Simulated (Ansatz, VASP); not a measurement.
**One calculation of LiCl, two programs**

```
Li Cl
1.0
     3.27112    0.00000    0.00000
     0.00000    3.27112    0.00000
     0.00000    0.00000    3.27112
Li Cl
1 1
Direct
  0.00000 0.00000 0.00000
  0.50000 0.50000 0.50000
```

Alike in both runs: task single point; functional PBEsol; k mesh 6 × 6 × 6; no spin polarisation.

```csv
,VASP,Ansatz
version,VASP 6.6.1,Ansatz 0.2.0
potentials or method,"VASP PAW PBE potentials, release 64 (Li_sv, Cl)","plane waves, PAW"
plane-wave cutoff (eV),520,420
occupations,"gaussian, width 0.01 eV",fixed
valence electrons in the cell,10,10
```

```csv
,VASP,Ansatz,Ansatz less VASP
gap on the k mesh at the Fermi level (eV),4.28,4.26,-0.014
```

VASP's potentials were made for PBE, not for PBEsol.

Noted on VASP's run: the cutoff is short for stress, so the pressure is rough.
